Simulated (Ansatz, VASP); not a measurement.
**CsH in VASP and in Ansatz**

```xyz
2
Lattice="0.0000 3.1880 3.1880 3.1880 0.0000 3.1880 3.1880 3.1880 0.0000" Properties=species:S:1:pos:R:3 pbc="T T T"
Cs    0.0000    0.0000   -0.2000
H     3.1880    3.1880    3.1880
```

Change from the starting cell: all Cs atoms moved -0.200 Å, as atom 1 along Cartesian [0 0 1].

Alike in both runs: task single point; functional LDA; k mesh 8 × 8 × 8; occupations gaussian, width 0.05 eV; no spin polarisation.

|  | VASP | Ansatz |
| --- | --- | --- |
| version | VASP 6.6.1 | Ansatz 0.2.0 |
| potentials or method | VASP PAW LDA potentials, release 64 (Cs_sv, H), cutoff 520 eV | scalar-relativistic, plane waves, PAW |
| valence electrons in the cell | 10 | 10 |

|  | VASP | Ansatz | Ansatz less VASP |
| --- | --- | --- | --- |
| gap on the k mesh at the Fermi level (eV) | 1.98 | 1.99 | +0.017 |
| least direct gap on the mesh (eV) | 1.98 | 1.99 | +0.017 |
| pressure (GPa) | -1.1 | -1.2 | -0.02 |
| traceless stress, the component that is largest in VASP (GPa) | 0.26 | 0.26 | -0.006 |
| rms of the force components (eV/Å) | 0.059 | 0.058 | -0.0010 |

LDA's correlation is that of Perdew and Zunger in VASP and of Perdew and Wang (1992) in Ansatz. Atom by atom the forces differ by 0.001 eV/Å (rms over components).

Spin-orbit coupling is off throughout.
